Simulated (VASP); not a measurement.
# Cs2PbI2Cl2 (P1) in VASP: single point with PBE

Aim: the single point of Cs2PbI2Cl2 with PBE.

All numbers are computed with VASP 6.6.1; they aren't measurements. Logs are shortened: lines on timing, memory, paths and dates and some standing lists are left out, and cuts for length are marked.

## 1. The cell of the first run

The typed cell holds 7 atoms: a = 10.418 Å, b = 10.418 Å, c = 10.418 Å, α = 148.27°, β = 148.27°, γ = 45.49°.

## 2. Single point, PBE

Input file INCAR:

```
PREC = Accurate
ENCUT = 520
EDIFF = 1E-6
ISMEAR = -1
SIGMA = 0.02
LREAL = F
LASPH = T
NELM = 100
ALGO = Normal
ISIF = 2
LWAVE = F
LCHARG = F
GGA = PE
NBANDS = 39
```

Input file KPOINTS:

```
Automatic mesh
0
Gamma
  4 4 4
```

Input file POSCAR:

```
Cs2PbI2Cl2
1.0
   -2.8477935079      2.8477935079      9.6075225505
    2.8477935079     -2.8477935079      9.6075225505
    2.8477935079      2.8477935079     -9.6075225505
Cs Pb I Cl
2 1 2 2
Direct
    0.3660346840      0.3631359485     -0.0088068183
    0.6361976585      0.6230455462     -0.0047080310
   -0.0076328649      0.0016358899     -0.0043617980
    0.1733348842      0.1693268689      0.0096495760
    0.8324012281      0.8364684121      0.0088242002
    0.5000385456     -0.0066690145      0.4920042468
    0.0061049437      0.5100308766      0.5048466457
```

Potentials or basis: VASP PAW PBE potentials, release 64 (Cs_sv, Pb_d, I, Cl).

Started as:

```bash
$ cat potpaw_PBE.64/Cs_sv/POTCAR potpaw_PBE.64/Pb_d/POTCAR potpaw_PBE.64/I/POTCAR potpaw_PBE.64/Cl/POTCAR > POTCAR
$ mpirun -np 1 vasp_std > vasp.out
```

OUTCAR:

```text
PREC = Accurate
   ENCUT = 520
   EDIFF = 1E-6
   ISMEAR = -1
   LREAL = F
   LASPH = T
   NELM = 100
   ISIF = 2
   GGA = PE

 ion  position               nearest neighbor table
   1  0.366  0.363  0.991-
   2  0.636  0.623  0.995-
   3  0.992  0.002  0.996-   6 2.81   7 2.84   7 2.86   6 2.88   4 3.22   5 3.25
   4  0.173  0.169  0.010-   3 3.22
   5  0.832  0.836  0.009-   3 3.25
   6  0.500  0.993  0.492-   3 2.81   3 2.88
   7  0.006  0.510  0.505-   3 2.84   3 2.86

  LATTYP: Found a body centered tetragonal cell.
 ALAT       =     5.6955870158
 C/A-ratio  =     3.3736724674

  Lattice vectors:

 A1 = (  -2.8477935079,   2.8477935079,   9.6075225505)
 A2 = (   2.8477935079,  -2.8477935079,   9.6075225505)
 A3 = (   2.8477935079,   2.8477935079,  -9.6075225505)

Analysis of symmetry for initial positions (statically):
=====================================================================
 Subroutine PRICEL returns:
 Original cell was already a primitive cell.

 Routine SETGRP: Setting up the symmetry group for a
 body centered tetragonal supercell.

 Subroutine GETGRP returns: Found  1 space group operations
 (whereof  1 operations were pure point group operations)
 out of a pool of 16 trial point group operations.

The static configuration has the point symmetry C_1 .

Analysis of symmetry for dynamics (positions and initial velocities):
=====================================================================
 Subroutine PRICEL returns:
 Original cell was already a primitive cell.

 Routine SETGRP: Setting up the symmetry group for a
 body centered tetragonal supercell.

 Subroutine GETGRP returns: Found  1 space group operations
 (whereof  1 operations were pure point group operations)
 out of a pool of 16 trial point group operations.

The dynamic configuration has the point symmetry C_1 .

 Subroutine INISYM returns: Found  1 space group operations
 (whereof  1 operations are pure point group operations),
 and found     1 'primitive' translations

----------------------------------------------------------------------------------------

                                     Primitive cell

  volume of cell :     311.6653

  direct lattice vectors                    reciprocal lattice vectors
    -2.847793508  2.847793508  9.607522551     0.000000000  0.175574528  0.052042553
     2.847793508 -2.847793508  9.607522551     0.175574528  0.000000000  0.052042553
     2.847793508  2.847793508 -9.607522551     0.175574528  0.175574528  0.000000000

  length of vectors
    10.417501874 10.417501874 10.417501874     0.183125209  0.183125209  0.248299878

  position of ions in fractional coordinates (direct lattice)
     0.366034684  0.363135949  0.991193182
     0.636197659  0.623045546  0.995291969
     0.992367135  0.001635890  0.995638202
     0.173334884  0.169326869  0.009649576
     0.832401228  0.836468412  0.008824200
     0.500038546  0.993330986  0.492004247
     0.006104944  0.510030877  0.504846646

  ion indices of the primitive-cell ions
   primitive index   ion index
                 1           1
                 2           2
                 3           3
                 4           4
                 5           5
                 6           6
                 7           7

----------------------------------------------------------------------------------------

 KPOINTS: Automatic mesh

Automatic generation of k-mesh.
 Grid dimensions read from file:
 generate k-points for:    4    4    4

 Generating k-lattice:

  Cartesian coordinates                     Fractional coordinates (reciprocal lattice)
     0.000000000  0.043893632  0.013010638     0.250000000  0.000000000  0.000000000
     0.043893632  0.000000000  0.013010638     0.000000000  0.250000000  0.000000000
     0.043893632  0.043893632  0.000000000     0.000000000  0.000000000  0.250000000

  Length of vectors
     0.045781302  0.045781302  0.062074970

  Shift w.r.t. Gamma in fractional coordinates (k-lattice)
     0.000000000  0.000000000  0.000000000

 Subroutine IBZKPT returns following result:
 ===========================================

 Found     36 irreducible k-points:

 Following reciprocal coordinates:
            Coordinates               Weight
  0.000000  0.000000  0.000000      1.000000
  0.250000  0.000000  0.000000      2.000000
  0.000000  0.250000  0.000000      2.000000
  0.000000  0.250000 -0.250000      2.000000
  0.250000  0.000000 -0.250000      2.000000
  0.500000  0.000000  0.000000      1.000000
[... 16 lines left out ...]
  0.000000  0.000000 -0.250000      2.000000
  0.500000  0.500000  0.000000      1.000000
 [... further k-points ...]
   k-points           NKPTS =     36   k-points in BZ     NKDIM =     36   number of bands    NBANDS=     39
   number of dos      NEDOS =    301   number of ions     NIONS =      7
   total plane-waves  NPLWV = 512000
   dimension x,y,z NGX =    80 NGY =   80 NGZ =   80
   dimension x,y,z NGXF=   160 NGYF=  160 NGZF=  160
   ions per type =               2   1   2   2
   NGX,Y,Z   is equivalent  to a cutoff of  12.77, 12.77, 12.77 a.u.
   NGXF,Y,Z  is equivalent  to a cutoff of  25.53, 25.53, 25.53 a.u.
 SYSTEM =  unknown system
   PREC   = accura    normal or accurate (medium, high low for compatibility)
   ISTART =      0    job   : 0-new  1-cont  2-samecut
   ICHARG =      2    charge: 1-file 2-atom 10-const
   ISPIN  =      1    spin polarized calculation?
   LNONCOLLINEAR =      F non collinear calculations
   LSORBIT =      F    spin-orbit coupling
   LASPH  =      T    aspherical Exc in radial PAW
   ENCUT  =  520.0 eV  38.22 Ry    6.18 a.u.  19.37 19.37 19.37*2*pi/ulx,y,z
   NELM   =    100;   NELMIN=  2; NELMDL= -5     # of ELM steps
   EDIFF  = 0.1E-05   stopping-criterion for ELM
   LREAL  =      F    real-space projection
   EDIFFG = 0.1E-04   stopping-criterion for IOM
   NSW    =      0    number of steps for IOM
   IBRION =     -1    ionic relax: 0-MD 1-quasi-New 2-CG
   NFREE  =      0    steps in history (QN), initial steepest desc. (CG)
   ISIF   =      2    stress and relaxation
   ISYM   =      2    0-nonsym 1-usesym 2-fastsym
   POTIM  = 0.5000    time-step for ionic-motion
   TEBEG  =    0.0;   TEEND  =   0.0 temperature during run
   PSTRESS=    0.0 pullay stress
   NELECT =      60.0000    total number of electrons
   NUPDOWN=      -1.0000    fix difference up-down
   EMIN   =  10.00;   EMAX   =-10.00  energy-range for DOS
   EFERMI =   0.00;   METHOD = LEGACY
   ISMEAR =    -1;   SIGMA  =   0.02  broadening in eV -4-tet -1-fermi 0-gaus
   EFERMI_NEDOS =   21; number of points for ismear=-14 and -15
   IALGO  =     38    algorithm
   IMIX   =      4    mixing-type and parameters
     AMIX     =   0.40;   BMIX     =  1.00
     AMIX_MAG =   1.60;   BMIX_MAG =  1.00
  volume/ion in A,a.u.               =      44.52       300.46
  Fermi-wavevector in a.u.,A,eV,Ry     =   0.945284  1.786328 12.157655  0.893562
  Thomas-Fermi vector in A             =   2.073171
   LORBIT       =      0    0 simple, 1 ext, 2 COOP (PROOUT), +10 PAW based schemes
   GGA     = PE    functional components
   LHFCALC =     F    Hartree Fock is set to
   AEXX    =    0.0000 exact exchange contribution
   IVDW    =     0    specifies the selected vdW correction
   LEPSILON=     F    determine dielectric tensor
   LRPA    =     F    only Hartree local field effects (RPA)
 non-spin polarized calculation
  energy-cutoff  :      520.00
  volume of cell :      311.67
 maximum number of plane-waves:      8435
 NGX is ok and might be reduce to    80
   NGX = 39   NGY = 39   NGZ = 39

 number of electron      60.0000000 magnetization

 Free energy of the ion-electron system (eV)
  ---------------------------------------------------
  ext. energy  EPLUGINS =         0.00000000
  ---------------------------------------------------
  free energy    TOTEN  =       -22.05635842 eV

  energy without entropy =      -22.05635842  energy(sigma->0) =      -22.05635842

 E-fermi :   1.1555     XC(G=0):  -7.4300

 val. band max:        0.7032411405   @ k =   0.5000   0.5000   0.0000
 cond. band min:       3.1964568947   @ k =   0.5000   0.5000   0.0000
 fundamental gap:      2.4932157542
 Fermi energy:         1.1554989422

 k-point     1 :       0.0000    0.0000    0.0000
  band No.  band energies     occupation
      1     -19.8333      2.00000
      2     -19.6987      2.00000
      3     -15.5928      2.00000
      4     -15.4620      2.00000
      5     -15.4052      2.00000
      6     -15.3787      2.00000
[... 31 lines left out ...]
     38       6.3013      0.00000
     39       6.3518      0.00000

 k-point     2 :       0.2500    0.0000    0.0000
  band No.  band energies     occupation
      1     -19.8324      2.00000
      2     -19.6978      2.00000
      3     -15.5647      2.00000
      4     -15.4436      2.00000
      5     -15.4058      2.00000
      6     -15.3788      2.00000
[... 31 lines left out ...]
     38       6.5117      0.00000
     39       6.5510      0.00000

 k-point     3 :       0.0000    0.2500    0.0000
  band No.  band energies     occupation
      1     -19.8324      2.00000
      2     -19.6978      2.00000
      3     -15.5665      2.00000
      4     -15.4428      2.00000
      5     -15.4058      2.00000
      6     -15.3793      2.00000
[... 31 lines left out ...]
     38       6.4983      0.00000
     39       6.5451      0.00000

 k-point     4 :       0.0000    0.2500   -0.2500
  band No.  band energies     occupation
      1     -19.8324      2.00000
      2     -19.6978      2.00000
      3     -15.5647      2.00000
      4     -15.4436      2.00000
      5     -15.4058      2.00000
      6     -15.3788      2.00000
[... 31 lines left out ...]
     38       6.5054      0.00000
     39       6.5527      0.00000
[... 754 lines left out ...]
     38       6.6934      0.00000
     39       6.9237      0.00000

 k-point    23 :       0.0000    0.0000   -0.2500
  band No.  band energies     occupation
      1     -19.8316      2.00000
      2     -19.6969      2.00000
      3     -15.5286      2.00000
      4     -15.4332      2.00000
      5     -15.4064      2.00000
      6     -15.3794      2.00000
[... 31 lines left out ...]
     38       6.6992      0.00000
     39       6.9371      0.00000

 k-point    24 :       0.5000    0.5000    0.0000
  band No.  band energies     occupation
      1     -19.8300      2.00000
      2     -19.6953      2.00000
      3     -15.4554      2.00000
      4     -15.4076      2.00000
      5     -15.4049      2.00000
      6     -15.3803      2.00000
[... 31 lines left out ...]
     38       7.0796      0.00000
     39       7.2258      0.00000

 [... further k-points ...]

------------------------ aborting loop because EDIFF is reached ----------------------------------------

  FORCE on cell =-STRESS in cart. coord.  units (eV):
  Direction    XX          YY          ZZ          XY          YZ          ZX
  --------------------------------------------------------------------------------------
  -------------------------------------------------------------------------------------
  Total        1.1024109      1.1797410      0.8197869      0.0090564     -0.0409152      0.0246719
  in kB        5.6671625      6.0646937      4.2142779      0.0465562     -0.2103328      0.1268309
  external PRESSURE =       5.3153781 kB  Pullay stress =       0.0000000 kB

 VOLUME and BASIS-vectors are now :
 -----------------------------------------------------------------------------
  energy-cutoff  :      520.00
  volume of cell :      311.67
      direct lattice vectors                 reciprocal lattice vectors
    -2.847793508  2.847793508  9.607522551     0.000000000  0.175574528  0.052042553
     2.847793508 -2.847793508  9.607522551     0.175574528  0.000000000  0.052042553
     2.847793508  2.847793508 -9.607522551     0.175574528  0.175574528  0.000000000

 POSITION                                       TOTAL-FORCE (eV/Angst)
 -----------------------------------------------------------------------------------
      2.81446      2.83097     -2.51739         0.029907      0.006064     -0.020000
      2.79693      2.87184      2.53592         0.034772     -0.009673     -0.014487
      0.01397      5.65677     -0.01571        -0.005359      0.091643      0.036078
      0.01607      0.03889      3.19942        -0.017207     -0.018901      0.036040
      0.03671      0.01355     15.94892        -0.021666     -0.014819      0.069846
      2.80592     -0.00367      9.62064         0.012876     -0.049019     -0.031535
      2.87278      0.00262      0.10846        -0.033324     -0.005294     -0.075941
 -----------------------------------------------------------------------------------
    total drift:                               -0.000014      0.000033      0.000447

  FREE ENERGIE OF THE ION-ELECTRON SYSTEM (eV)
  ---------------------------------------------------
  free  energy   TOTEN  =       -22.0563584167 eV

  energy  without entropy=      -22.0563584167  energy(sigma->0) =      -22.05635842
```

It took 14 min on 1 thread of Intel Xeon Platinum 8375C at 2.90GHz (Ice Lake), shared host; peak memory 1.2 GiB.

Results:

```
Free energy            : -22.0564 eV
Pressure               : 0.5 GPa
Largest force          : 0.099 eV/Å
Band gap on the k mesh : 2.49 eV
```

Forces on the atoms (eV/Å):
```
Cs   0.030  0.006 -0.020
Cs   0.035 -0.010 -0.014
Pb  -0.005  0.092  0.036
I   -0.017 -0.019  0.036
I   -0.022 -0.015  0.070
Cl   0.013 -0.049 -0.032
Cl  -0.033 -0.005 -0.076
```

Caveat: the atoms stand as in a frame of molecular dynamics; spin-orbit coupling is left out, which moves the levels of the heavy elements.
